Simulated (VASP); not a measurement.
Input of a VASP 6.6.1 run:

INCAR

```
SYSTEM = TiS2
PREC = Accurate
ENCUT = 400
EDIFF = 1E-6
ISMEAR = 0
SIGMA = 0.08
LREAL = .FALSE.
LASPH = .TRUE.
NELM = 120
ALGO = Normal
ISIF = 2
LWAVE = .FALSE.
LCHARG = .FALSE.
LDIPOL = .TRUE.
IDIPOL = 3
DIPOL = 0.5 0.5 0.500
GGA = PS
IVDW = 12
NBANDS = 19
GGA_COMPAT = .FALSE.
NELMDL = -8
```

Contents of KPOINTS:

```
Automatic mesh
0
G
  12 12 1
  0 0 0
```

POSCAR

```
TiS2
1.0
    3.4000000000      0.0000000000      0.0000000000
   -1.7000000000      2.9444863729      0.0000000000
    0.0000000000      0.0000000000     16.8600000000
S Ti
2 1
Direct
    0.3333330000      0.6666670000      0.4151838671
    0.6666670000      0.3333330000      0.5848161329
    0.0000000000      0.0000000000      0.5000000000
```

Potentials or basis: VASP PAW PBE potentials, release 64 (S, Ti_sv).

Run with:

```console
$ cat potpaw_PBE.64/S/POTCAR potpaw_PBE.64/Ti_sv/POTCAR > POTCAR
$ mpirun -np 1 vasp_std > vasp.out
```

Problem. Predict the dispersion energy per atom.

Solution. -0.206 eV.

Problem. Estimate the largest force.

Solution. 0.348 eV/Å.

Forces on the atoms (eV/Å):
```
S    0.000  0.000  0.348
S    0.000  0.000 -0.348
Ti   0.000  0.000  0.000
```

Caveat: the PAW data sets were made with another functional, which shifts forces and pressure a little.
